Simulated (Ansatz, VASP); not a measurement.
## Two plane-wave programs on Mg7Se

```
Mg Se
1.0
     6.33271    0.00000    0.00000
     0.00000    6.33271    0.00000
     0.00000    0.00000    4.70585
Mg Se
7 1
Direct
  0.26240 0.26240 0.08299
  0.73760 0.73760 0.08299
  0.73760 0.26240 0.08299
  0.26240 0.73760 0.08299
  0.50000 0.00000 0.59206
  0.00000 0.50000 0.59206
  0.50000 0.50000 0.58736
  0.00000 0.00000 0.79110
```

Alike in both runs: functional PBE; k mesh 3 × 3 × 4; occupations gaussian, width 0.2 eV; no spin polarisation.

Ansatz relaxed the structure, and its values are those at the end. VASP's run is a single point on that final structure, the one shown.

|  | VASP | Ansatz |
| --- | --- | --- |
| version | VASP 6.6.1 | Ansatz 0.2.0 |
| potentials or method | VASP PAW PBE potentials, release 64 (Mg, Se), cutoff 520 eV | scalar-relativistic, plane waves, PAW |
| valence electrons in the cell | 20 | 86 |

VASP gave:

| Item | Value |
| --- | --- |
| gap on the k mesh at the Fermi level (eV) | none |
| pressure (GPa) | -0.1 |
| rms of the force components (eV/Å) | 0.011 |

Which values does Ansatz return?

gap on the k mesh at the Fermi level (eV): none; pressure (GPa): 0.0; rms of the force components (eV/Å): 0.010.

A gap of «none» marks a metal or a gap that the smearing closes. VASP's potentials hold 20 valence electrons a cell and Ansatz's 86, so a difference there can come from the potentials and not from the codes.
